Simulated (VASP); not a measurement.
Set up this calculation in VASP 6.6.1, as the native input.

```yaml
Task: single point
Functional: PBE
Potentials_or_basis: VASP PAW PBE potentials, release 64 (Cu)
Cutoff: 600 eV
k_mesh: 11 × 11 × 11
Occupations: fermi-dirac, width 0.05 eV
Spin: no spin polarisation
Dipole_correction: no
Further_INCAR_settings: ALGO = Normal; EDIFF = 1e-06; NBANDS = 12
```

The structure of Cu lies in POSCAR:

```
Cu
1.0
    0.0000000000      1.8075000000      1.7352000000
    1.8075000000      0.0000000000      1.7352000000
    1.8075000000      1.8075000000      0.0000000000
Cu
1
Direct
    0.0000000000      0.0000000000      0.0000000000
```

These files were run (other wordings do the same):

INCAR

```
SYSTEM = Cu
ALGO = Normal
EDIFF = 1E-6
ENCUT = 600
GGA = PE
GGA_COMPAT = .False.
ISIF = 2
ISMEAR = -1
LASPH = .True.
LCHARG = .False.
LREAL = .False.
LWAVE = .False.
NBANDS = 12
NELM = 120
PREC = Accurate
SIGMA = 0.05
```

KPOINTS

```
k-points
0
Gamma
  11 11 11
  0 0 0
```

Potentials or basis: VASP PAW PBE potentials, release 64 (Cu).

Launch:

```bash
$ cat potpaw_PBE.64/Cu/POTCAR > POTCAR
$ mpirun -np 1 vasp_std > vasp.out
```

It gave:

```json
{
  "Pressure": "8.9 GPa"
}
```

It took 13 s on 1 thread of Intel(R) Xeon(R) Platinum 8488C (Sapphire Rapids), on a shared host, peak memory 0.13 GiB.
